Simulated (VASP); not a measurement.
Runs of VASP 6.6.1 on Be2Se. The structure is that of space group P-4m2 (No. 115), or close to it. The cells are those of the table. 

| task | cell | k mesh | cutoff (eV) | smearing | gap on the mesh (eV) | pressure (GPa) | largest force (eV/Å) |
| --- | --- | --- | --- | --- | --- | --- | --- |
| single point | a = 3.532, b = 3.532, c = 11.527 Å, 9 atoms | 10 × 10 × 4 | 520 | gaussian 0.1 eV | none | -3.6 | 0.02 |
| single point | a = 3.462, b = 3.462, c = 11.317 Å, 9 atoms | 10 × 10 × 4 | 520 | gaussian 0.1 eV | none | 0.2 | 0.01 |
| relaxation of cell and atoms | relaxed from a = 3.550, b = 3.550, c = 9.900 Å, 9 atoms | 5 × 5 × 2 | 600 | gaussian 0.2 eV | none | 0.2 | 0.03 |
| single point | a = 3.463, b = 3.463, c = 11.313 Å, 9 atoms | 10 × 10 × 4 | 520 | gaussian 0.1 eV | none | 0.2 | 0.02 |
| single point | a = 3.476, b = 3.476, c = 11.218 Å, 9 atoms | 6 × 6 × 2 | 520 | gaussian 0.2 eV | none | 0.2 | 0.02 |
| single point | a = 3.465, b = 3.465, c = 11.308 Å, 9 atoms | 5 × 5 × 2 | 520 | gaussian 0.2 eV | none | (b) | 0.03 |
| single point | a = 3.427, b = 3.427, c = 11.202 Å, 9 atoms | 10 × 10 × 4 | 520 | gaussian 0.1 eV | none | (a) | 0.02 |
| single point | a = 3.462, b = 3.462, c = 11.317 Å, 9 atoms | 6 × 6 × 2 | 520 | gaussian 0.2 eV | none | 0.2 | 0.05 |

Alike in all rows: level PBE; potentials or basis VASP PAW PBE potentials, release 64 (Be, Se); no spin polarisation.

Task: Estimate the missing entries.

Result: (a) 2.5; (b) 0.0.

Caveats: some runs use coarse meshes; the relaxation stopped at a loose force limit of 0.08 eV/Å, so its end isn't a converged minimum (some runs).

A k mesh can miss the band edges, and the runs leave out spin-orbit coupling on Se.

A gap of «none» marks levels without a gap at the run's occupations.
